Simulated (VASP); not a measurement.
Write the native input for VASP 6.6.1 that does the following.

```
Task                   : single point
Functional             : PBEsol
Potentials or basis    : VASP PAW PBE potentials, release 64 (C)
Cutoff                 : 520 eV
k mesh                 : 14 × 14 × 14
Occupations            : gaussian, width 0.02 eV
Spin                   : no spin polarisation
Dipole correction      : no
Further INCAR settings : ALGO = Normal; EDIFF = 1e-06; NBANDS = 11
```

The structure of C lies in POSCAR:

```
C
1.0
    0.0000000000      2.2213749900      3.1047678000
    1.2051469200      0.0000000000      3.1047678000
    1.2051469200      2.2213749900      0.0000000000
C
2
Direct
    0.2254382181      0.7745617819      0.2254382181
    0.7745617819      0.2254382181      0.7745617819
```

This cell differs from its parent crystal: strained and its atoms moved.

These files were run (other wordings do the same):

INCAR

```
PREC = Accurate ; ENCUT = 520
EDIFF = 1E-6 ; ISMEAR = 0
SIGMA = 0.02 ; LREAL = F
LASPH = T ; NELM = 60
ALGO = Normal ; ISIF = 2
LWAVE = F ; LCHARG = F
GGA = PS ; NBANDS = 11
```

KPOINTS

```
Automatic mesh
0
Gamma
  14 14 14
```

Potentials or basis: VASP PAW PBE potentials, release 64 (C).

The run is started by

```sh
$ cat potpaw_PBE.64/C/POTCAR > POTCAR
$ mpirun -np 1 vasp_std > vasp.out
```

It gave:

* Pressure: 68.4 GPa
* Largest force: 4.883 eV/Å
* Band gap on the k mesh: zero (band 4 reaches 5.61 eV, above the bottom of band 5 at 4.55 eV)

Caveat: the cell differs from its parent crystal (strained and its atoms moved); the PAW data sets were made with another functional, which shifts forces and pressure a little.

Wall time 49 s on 1 thread of Intel(R) Xeon(R) Platinum 8488C (Sapphire Rapids) (shared host), peak memory 0.18 GiB.
